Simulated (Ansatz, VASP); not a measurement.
## Te in VASP and in Ansatz

```
Te
1.0
     2.21065    1.27632    1.79254
    -2.21065    1.27632    1.79254
     0.00000   -2.55264    1.79254
Te
1
Direct
  0.50000 0.50000 0.50000
```

Alike in both runs: task single point; functional PBEsol; k mesh 15 × 15 × 15; occupations gaussian, width 0.15 eV; no spin polarisation.

|  | VASP | Ansatz |
| --- | --- | --- |
| version | VASP 6.6.1 | Ansatz 0.2.0 |
| potentials or method | VASP PAW PBE potentials, release 64 (Te), cutoff 520 eV | scalar-relativistic, plane waves, PAW |
| valence electrons in the cell | 6 | 16 |

```tsv
	VASP	Ansatz	Ansatz less VASP
gap on the k mesh at the Fermi level (eV)	none	none	-
pressure (GPa)	1.8	1.7	-0.06
```

VASP's potentials were made for PBE, not for PBEsol. A gap of «none» marks a metal or a gap that the smearing closes. VASP's potentials hold 6 valence electrons a cell and Ansatz's 16, so a difference there can come from the potentials and not from the codes.

Spin-orbit coupling is off throughout.
